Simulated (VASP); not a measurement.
# Tl (Im-3m) in VASP: notebook

Tl is run at these levels: PBE; tasks: single point.

All numbers are computed with VASP 6.6.1; they aren't measurements. Logs are shortened: lines on timing, memory, paths and dates and some standing lists are left out, and cuts for length are marked.

## (1) The cell of the first run

The structure is cubic, space group Im-3m (No. 229). Conventional cell: a = 3.882 Å, b = 3.882 Å, c = 3.882 Å, α = 90.00°, β = 90.00°, γ = 90.00°. Within 4.4 Å of Tl (site symmetry m-3m) lie 14 Tl at 3.36 to 3.88 Å.

## (2) Single point, PBE

Input file INCAR:

```
SYSTEM = Tl
PREC = Accurate
ENCUT = 520
EDIFF = 1E-7
ISMEAR = -1
SIGMA = 0.05
LREAL = .FALSE.
LASPH = .TRUE.
NELM = 100
ALGO = Normal
ISIF = 2
LWAVE = .FALSE.
LCHARG = .FALSE.
GGA = PE
NBANDS = 12
```

Input file KPOINTS:

```
regular mesh
0
G
  18 18 18
  0 0 0
```

Input file POSCAR:

```
Tl
1.0
   -1.9410000000      1.9410000000      1.9410000000
    1.9410000000     -1.9410000000      1.9410000000
    1.9410000000      1.9410000000     -1.9410000000
Tl
1
Direct
    0.0000000000      0.0000000000      0.0000000000
```

Potentials or basis: VASP PAW PBE potentials, release 64 (Tl_d).

The run is started by

```
$ cat potpaw_PBE.64/Tl_d/POTCAR > POTCAR
$ mpirun -np 1 vasp_std > vasp.out
```

OUTCAR:

```text
SYSTEM = Tl
   PREC = Accurate
   ENCUT = 520
   EDIFF = 1E-7
   ISMEAR = -1
   LREAL = .FALSE.
   LASPH = .TRUE.
   NELM = 100
   ISIF = 2
   GGA = PE

 ion  position               nearest neighbor table
   1  0.000  0.000  0.000-

  LATTYP: Found a body centered cubic cell.
 ALAT       =     3.8820000000

  Lattice vectors:

 A1 = (  -1.9410000000,   1.9410000000,   1.9410000000)
 A2 = (   1.9410000000,  -1.9410000000,   1.9410000000)
 A3 = (   1.9410000000,   1.9410000000,  -1.9410000000)

Analysis of symmetry for initial positions (statically):
=====================================================================
 Subroutine PRICEL returns:
 Original cell was already a primitive cell.

 Routine SETGRP: Setting up the symmetry group for a
 body centered cubic supercell.

 Subroutine GETGRP returns: Found 48 space group operations
 (whereof 48 operations were pure point group operations)
 out of a pool of 48 trial point group operations.

The static configuration has the point symmetry O_h .

Analysis of symmetry for dynamics (positions and initial velocities):
=====================================================================
 Subroutine PRICEL returns:
 Original cell was already a primitive cell.

 Routine SETGRP: Setting up the symmetry group for a
 body centered cubic supercell.

 Subroutine GETGRP returns: Found 48 space group operations
 (whereof 48 operations were pure point group operations)
 out of a pool of 48 trial point group operations.

The dynamic configuration has the point symmetry O_h .

 Subroutine INISYM returns: Found 48 space group operations
 (whereof 48 operations are pure point group operations),
 and found     1 'primitive' translations

----------------------------------------------------------------------------------------

                                     Primitive cell

  volume of cell :      29.2507

  direct lattice vectors                    reciprocal lattice vectors
    -1.941000000  1.941000000  1.941000000     0.000000000  0.257599176  0.257599176
     1.941000000 -1.941000000  1.941000000     0.257599176  0.000000000  0.257599176
     1.941000000  1.941000000 -1.941000000     0.257599176  0.257599176  0.000000000

  length of vectors
     3.361910617  3.361910617  3.361910617     0.364300248  0.364300248  0.364300248

  position of ions in fractional coordinates (direct lattice)
     0.000000000  0.000000000  0.000000000

  ion indices of the primitive-cell ions
   primitive index   ion index
                 1           1

----------------------------------------------------------------------------------------

 KPOINTS: regular mesh

Automatic generation of k-mesh.
 Grid dimensions read from file:
 generate k-points for:   18   18   18

 Generating k-lattice:

  Cartesian coordinates                     Fractional coordinates (reciprocal lattice)
     0.000000000  0.014311065  0.014311065     0.055555556  0.000000000  0.000000000
     0.014311065  0.000000000  0.014311065     0.000000000  0.055555556  0.000000000
     0.014311065  0.014311065  0.000000000     0.000000000  0.000000000  0.055555556

  Length of vectors
     0.020238903  0.020238903  0.020238903

  Shift w.r.t. Gamma in fractional coordinates (k-lattice)
     0.000000000  0.000000000  0.000000000

 Subroutine IBZKPT returns following result:
 ===========================================

 Found    195 irreducible k-points:

 Following reciprocal coordinates:
            Coordinates               Weight
  0.000000  0.000000  0.000000      1.000000
  0.055556  0.000000  0.000000     12.000000
  0.111111  0.000000  0.000000     12.000000
  0.166667  0.000000  0.000000     12.000000
  0.222222  0.000000  0.000000     12.000000
  0.277778  0.000000  0.000000     12.000000
[... 16 lines left out ...]
  0.333333  0.111111  0.000000     48.000000
  0.388889  0.111111  0.000000     48.000000
 [... further k-points ...]
   k-points           NKPTS =    195   k-points in BZ     NKDIM =    195   number of bands    NBANDS=     12
   number of dos      NEDOS =    301   number of ions     NIONS =      1
   total plane-waves  NPLWV =  21952
   dimension x,y,z NGX =    28 NGY =   28 NGZ =   28
   dimension x,y,z NGXF=    56 NGYF=   56 NGZF=   56
   ions per type =               1
   NGX,Y,Z   is equivalent  to a cutoff of  13.85, 13.85, 13.85 a.u.
   NGXF,Y,Z  is equivalent  to a cutoff of  27.69, 27.69, 27.69 a.u.
 SYSTEM =  Tl
   PREC   = accura    normal or accurate (medium, high low for compatibility)
   ISTART =      0    job   : 0-new  1-cont  2-samecut
   ICHARG =      2    charge: 1-file 2-atom 10-const
   ISPIN  =      1    spin polarized calculation?
   LNONCOLLINEAR =      F non collinear calculations
   LSORBIT =      F    spin-orbit coupling
   LASPH  =      T    aspherical Exc in radial PAW
   ENCUT  =  520.0 eV  38.22 Ry    6.18 a.u.   6.25  6.25  6.25*2*pi/ulx,y,z
   NELM   =    100;   NELMIN=  2; NELMDL= -5     # of ELM steps
   EDIFF  = 0.1E-06   stopping-criterion for ELM
   LREAL  =      F    real-space projection
   EDIFFG = 0.1E-05   stopping-criterion for IOM
   NSW    =      0    number of steps for IOM
   IBRION =     -1    ionic relax: 0-MD 1-quasi-New 2-CG
   NFREE  =      0    steps in history (QN), initial steepest desc. (CG)
   ISIF   =      2    stress and relaxation
   ISYM   =      2    0-nonsym 1-usesym 2-fastsym
   POTIM  = 0.5000    time-step for ionic-motion
   TEBEG  =    0.0;   TEEND  =   0.0 temperature during run
   PSTRESS=    0.0 pullay stress
   NELECT =      13.0000    total number of electrons
   NUPDOWN=      -1.0000    fix difference up-down
   EMIN   =  10.00;   EMAX   =-10.00  energy-range for DOS
   EFERMI =   0.00;   METHOD = LEGACY
   ISMEAR =    -1;   SIGMA  =   0.05  broadening in eV -4-tet -1-fermi 0-gaus
   EFERMI_NEDOS =   21; number of points for ismear=-14 and -15
   IALGO  =     38    algorithm
   IMIX   =      4    mixing-type and parameters
     AMIX     =   0.40;   BMIX     =  1.00
     AMIX_MAG =   1.60;   BMIX_MAG =  1.00
  volume/ion in A,a.u.               =      29.25       197.39
  Fermi-wavevector in a.u.,A,eV,Ry     =   1.249330  2.360891 21.236311  1.560825
  Thomas-Fermi vector in A             =   2.383375
   LORBIT       =      0    0 simple, 1 ext, 2 COOP (PROOUT), +10 PAW based schemes
   GGA     = PE    functional components
[... 5 lines left out ...]
 non-spin polarized calculation
  energy-cutoff  :      520.00
  volume of cell :       29.25
 maximum number of plane-waves:       802
 NGX is ok and might be reduce to    28
   NGX = 13   NGY = 13   NGZ = 13

 number of electron      13.0000002 magnetization

 Free energy of the ion-electron system (eV)
  ---------------------------------------------------
  ext. energy  EPLUGINS =         0.00000000
  ---------------------------------------------------
  free energy    TOTEN  =        -2.21025704 eV

  energy without entropy =       -2.20736199  energy(sigma->0) =       -2.20880951

 E-fermi :   6.3626     XC(G=0): -10.0802

 val. band max:        6.3358778873   @ k =  -0.3889   0.4444   0.2222
 cond. band min:       6.4391255189   @ k =   0.3333   0.0556   0.0000
 fundamental gap:      0.1032476316
 Fermi energy:         6.3626260223

 k-point     1 :       0.0000    0.0000    0.0000
  band No.  band energies     occupation
      1      -5.3065      2.00000
      2      -5.3065      2.00000
      3      -5.3065      2.00000
      4      -4.8980      2.00000
      5      -4.8980      2.00000
      6      -3.5496      2.00000
      7      16.9423      0.00000
      8      16.9423      0.00000
      9      16.9423      0.00000
     10      18.6321      0.00000
     11      18.6321      0.00000
     12      18.6321      0.00000

 k-point     2 :       0.0556    0.0000    0.0000
  band No.  band energies     occupation
      1      -5.3117      2.00000
      2      -5.3023      2.00000
      3      -5.2876      2.00000
      4      -4.9038      2.00000
      5      -4.8981      2.00000
      6      -3.4812      2.00000
      7      16.1573      0.00000
      8      16.6773      0.00000
      9      16.7930      0.00000
     10      18.3196      0.00000
     11      18.5674      0.00000
     12      18.5935      0.00000

 k-point     3 :       0.1111    0.0000    0.0000
  band No.  band energies     occupation
      1      -5.3270      2.00000
      2      -5.2938      2.00000
      3      -5.2329      2.00000
      4      -4.9197      2.00000
      5      -4.8983      2.00000
      6      -3.2729      2.00000
      7      14.4711      0.00000
      8      16.0232      0.00000
      9      16.3524      0.00000
     10      17.8473      0.00000
     11      18.4036      0.00000
     12      18.6597      0.00000
[... 286 lines left out ...]
 k-point    23 :       0.3333    0.1111    0.0000
  band No.  band energies     occupation
      1      -5.4407      2.00000
      2      -5.3622      2.00000
      3      -4.9472      2.00000
      4      -4.9128      2.00000
      5      -4.7484      2.00000
      6       0.0754      2.00000
      7       5.8185      1.99996
      8      10.9984      0.00000
      9      13.2324      0.00000
     10      17.2874      0.00000
     11      19.2130      0.00000
     12      20.5747      0.00000

 k-point    24 :       0.3889    0.1111    0.0000
  band No.  band energies     occupation
      1      -5.4548      2.00000
      2      -5.3839      2.00000
      3      -4.9345      2.00000
      4      -4.9152      2.00000
      5      -4.6933      2.00000
      6       0.9472      2.00000
      7       4.5753      2.00000
      8      10.7252      0.00000
      9      13.0234      0.00000
     10      17.1944      0.00000
     11      19.1189      0.00000
     12      21.3136      0.00000

 [... further k-points ...]
[... 5 lines left out ...]
  --------------------------------------------------------------------------------------
  -------------------------------------------------------------------------------------
  Total        0.3933081      0.3933081      0.3933081     -0.0000000      0.0000000      0.0000000
  in kB       21.5430338     21.5430338     21.5430338     -0.0000000      0.0000000      0.0000000
  external PRESSURE =      21.5430338 kB  Pullay stress =       0.0000000 kB

 VOLUME and BASIS-vectors are now :
 -----------------------------------------------------------------------------
  energy-cutoff  :      520.00
  volume of cell :       29.25
      direct lattice vectors                 reciprocal lattice vectors
    -1.941000000  1.941000000  1.941000000     0.000000000  0.257599176  0.257599176
     1.941000000 -1.941000000  1.941000000     0.257599176  0.000000000  0.257599176
     1.941000000  1.941000000 -1.941000000     0.257599176  0.257599176  0.000000000

 POSITION                                       TOTAL-FORCE (eV/Angst)
 -----------------------------------------------------------------------------------
      0.00000      0.00000      0.00000         0.000000      0.000000      0.000000
 -----------------------------------------------------------------------------------
    total drift:                               -0.000000     -0.000000     -0.000000

  FREE ENERGIE OF THE ION-ELECTRON SYSTEM (eV)
  ---------------------------------------------------
  free  energy   TOTEN  =        -2.2102570422 eV

  energy  without entropy=       -2.2073619858  energy(sigma->0) =       -2.20880951
```

Wall time 65 s (1 thread of Intel Xeon 6975P-C, shared host); peak memory 0.21 GiB.

What came out:

| Property | Result |
| --- | --- |
| Free energy | -2.2103 eV |
| Pressure | 2.2 GPa |

Levels at points of the mesh, in eV from the Fermi level:
```tsv
k point	band 3	band 4	band 5	band 6	band 7	band 8	band 9	band 10
(0.00, 0.00, 0.00)	-11.67	-11.26	-11.26	-9.91	10.58	10.58	10.58	12.27
(0.50, 0.00, 0.00)	-11.29	-11.26	-10.99	-5.05	-2.66	5.72	7.07	9.92
(0.50, 0.50, 0.50)	-11.06	-11.06	-11.06	-1.73	1.42	1.42	1.42	6.43
```

Caveat: spin-orbit coupling is left out, which moves the levels of the heavy elements.

## (3) Single point, PBE, non-collinear spin, zero start, spin-orbit coupling

Input file INCAR:

```
  ALGO = Normal
  EDIFF = 1E-6
  ENCUT = 520
  GGA = PE
  GGA_COMPAT = F
  ISIF = 2
  ISMEAR = -1
  LASPH = T
  LCHARG = F
  LORBIT = 11
  LORBMOM = T
  LREAL = F
  LSORBIT = T
  LWAVE = F
  MAGMOM = 0 0 0
  NBANDS = 24
  NELM = 150
  PREC = Accurate
  SIGMA = 0.05
```

Input file KPOINTS:

```
k-points
0
Gamma
  13 13 13
```

POSCAR is that of step 2.

Potentials or basis: VASP PAW PBE potentials, release 64 (Tl_d).

The run is started by

```
$ cat potpaw_PBE.64/Tl_d/POTCAR > POTCAR
$ mpirun -np 1 vasp_ncl > vasp.out
```

OUTCAR:

```text
EDIFF = 1E-6
   ENCUT = 520
   GGA = PE
   ISIF = 2
   ISMEAR = -1
   LASPH = T
   LORBIT = 11
   LREAL = F
   LSORBIT = T
   NELM = 150
   PREC = Accurate

 ion  position               nearest neighbor table
   1  0.000  0.000  0.000-

  LATTYP: Found a body centered cubic cell.
 ALAT       =     3.8820000000

  Lattice vectors:

 A1 = (  -1.9410000000,   1.9410000000,   1.9410000000)
 A2 = (   1.9410000000,  -1.9410000000,   1.9410000000)
 A3 = (   1.9410000000,   1.9410000000,  -1.9410000000)

Analysis of symmetry for initial positions (statically):
=====================================================================
 Subroutine PRICEL returns:
 Original cell was already a primitive cell.

 Routine SETGRP: Setting up the symmetry group for a
 body centered cubic supercell.

 Subroutine GETGRP returns: Found 48 space group operations
 (whereof 48 operations were pure point group operations)
 out of a pool of 48 trial point group operations.

The static configuration has the point symmetry O_h .

Analysis of symmetry for dynamics (positions and initial velocities):
=====================================================================
[... 854 lines left out ...]
  ---------------------------------------------------
  free  energy   TOTEN  =        -2.5062111489 eV

  energy  without entropy=       -2.5009888357  energy(sigma->0) =       -2.50359999

 orbital moment (x)

 # of ion     p       d       tot
 ----------------------------------------
  1         0.000  -0.000  -0.000
 ----------------------------------------
            0.000  -0.000  -0.000

 orbital moment (y)

 # of ion     p       d       tot
 ----------------------------------------
  1         0.000   0.000   0.000
 ----------------------------------------
            0.000   0.000   0.000

 orbital moment (z)

 # of ion     p       d       tot
 ----------------------------------------
  1         0.000  -0.000  -0.000
 ----------------------------------------
            0.000  -0.000  -0.000

 Spin-Orbit-Coupling matrix elements

 Ion:    1  E_soc:     -0.6222694
 l=   1
     0.0000000    -0.0546680    -0.0546680
    -0.0546680     0.0000000    -0.0546680
    -0.0546680    -0.0546680     0.0000000
 l=   2
     0.0000000    -0.0095215     0.0000000    -0.0095215    -0.0395220
    -0.0095215     0.0000000    -0.0296415    -0.0095215    -0.0098805
     0.0000000    -0.0296415     0.0000000    -0.0296415     0.0000000
    -0.0095215    -0.0095215    -0.0296415     0.0000000    -0.0098805
    -0.0395220    -0.0098805     0.0000000    -0.0098805     0.0000000
 l=   3
     0.0000000     0.0000000     0.0000000     0.0000000     0.0000000     0.0000000     0.0000000
     0.0000000     0.0000000     0.0000000     0.0000000     0.0000000     0.0000000     0.0000000
     0.0000000     0.0000000     0.0000000     0.0000000     0.0000000     0.0000000     0.0000000
     0.0000000     0.0000000     0.0000000     0.0000000     0.0000000     0.0000000     0.0000000
     0.0000000     0.0000000     0.0000000     0.0000000     0.0000000     0.0000000     0.0000000
     0.0000000     0.0000000     0.0000000     0.0000000     0.0000000     0.0000000     0.0000000
     0.0000000     0.0000000     0.0000000     0.0000000     0.0000000     0.0000000     0.0000000

 total charge

# of ion       s       p       d       tot
------------------------------------------
    1        1.182   0.396   9.638  11.216

 magnetization (x)

# of ion       s       p       d       tot
------------------------------------------
    1       -0.000   0.000  -0.000  -0.000

 magnetization (y)

# of ion       s       p       d       tot
------------------------------------------
    1        0.000   0.000   0.000   0.000

 magnetization (z)

# of ion       s       p       d       tot
------------------------------------------
    1        0.000   0.000  -0.000   0.000
```

It took 74 s on 1 thread of AMD EPYC 7R13 (Zen 3), shared host; peak memory 0.26 GiB.

What came out:

* Free energy: -2.5062 eV
* Pressure: 1.9 GPa
* Net moment: 0.00 μB per cell
* Valence electrons inside the program's atomic spheres: Tl 11.22

Moments on the atoms (μB; x, y, z):
```
Tl  0.00 0.00 0.00
```
